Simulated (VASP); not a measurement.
Write the native input for VASP 6.6.1 that does the following.

- Task: single point
- Functional: LDA
- Potentials or basis: VASP PAW LDA potentials, release 64 (Te, Sn_d)
- Cutoff: 520 eV
- k mesh: 7 × 7 × 7
- Occupations: gaussian, width 0.1 eV
- Spin: no spin polarisation
- Dipole correction: no
- Further INCAR settings: ALGO = Normal; EDIFF = 1e-06; NBANDS = 17

The structure of SnTe lies in POSCAR:

```
SnTe
1.0
    0.0000000000      3.6111460000      3.6111460000
    3.6111460000      0.0000000000      3.6111460000
    3.6111460000      3.6111460000      0.0000000000
Te Sn
1 1
Direct
    0.2551150000      0.2327750000      0.2443810000
    0.0055780000     -0.0155370000     -0.0136970000
```

This cell differs from its parent crystal: atoms moved at random.

These files were run (other wordings do the same):

INCAR

```
SYSTEM = SnTe
  PREC = Accurate
  ENCUT = 520
  EDIFF = 1E-6
  ISMEAR = 0
  SIGMA = 0.1
  LREAL = .FALSE.
  LASPH = .TRUE.
  NELM = 80
  ALGO = Normal
  ISIF = 2
  LWAVE = .FALSE.
  LCHARG = .TRUE.
  LELF = .TRUE.
  LVHAR = .TRUE.
  NBANDS = 17
```

KPOINTS

```
regular mesh
0
G
  7 7 7
  0 0 0
```

Potentials or basis: VASP PAW LDA potentials, release 64 (Te, Sn_d).

Launch:

```console
$ cat potpaw_LDA.64/Te/POTCAR potpaw_LDA.64/Sn_d/POTCAR > POTCAR
$ mpirun -np 1 vasp_std > vasp.out
```

Results of the run:

```yaml
Pressure: -2.2 GPa
Largest_force: 0.080 eV/Å
Band_gap_on_the_k_mesh: 0.23 eV, indirect (least direct gap 0.75 eV)
```

Caveat: the cell differs from its parent crystal (atoms moved at random); spin-orbit coupling is left out, which moves the levels of the heavy elements.

Run time: 7.3 min on 1 thread of AMD EPYC 7571, on a shared host, peak memory 0.38 GiB.
